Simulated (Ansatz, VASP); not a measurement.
## TiC in VASP and in Ansatz

```
CELL_PARAMETERS angstrom
0.00000 2.19646 2.13154
2.19646 0.00000 2.13154
2.19646 2.19646 0.00000
ATOMIC_POSITIONS crystal
Ti 0.00000 0.00000 0.00000
C 0.50000 0.50000 0.50000
```

Change from the starting cell: strain +0.015 along x and y, -0.015 along z, atoms carried along.

Alike in both runs: task single point; functional PBEsol; k mesh 18 × 18 × 18; occupations gaussian, width 0.15 eV; no spin polarisation.

|  | VASP | Ansatz |
| --- | --- | --- |
| version | VASP 6.6.1 | Ansatz 0.2.0 |
| potentials or method | VASP PAW PBE potentials, release 64 (Ti_sv, C), cutoff 520 eV | scalar-relativistic, plane waves, PAW |
| valence electrons in the cell | 16 | 16 |

|  | VASP | Ansatz | Ansatz less VASP |
| --- | --- | --- | --- |
| gap on the k mesh at the Fermi level (eV) | none | none | - |
| pressure (GPa) | -8.9 | -9.2 | -0.24 |
| traceless stress, the component that is largest in VASP (GPa) | 7.64 | 7.61 | -0.037 |

VASP's potentials were made for PBE, not for PBEsol. A gap of «none» marks a metal or a gap that the smearing closes. With one functional, cell and mesh, what is left measures potentials, basis and numerics.
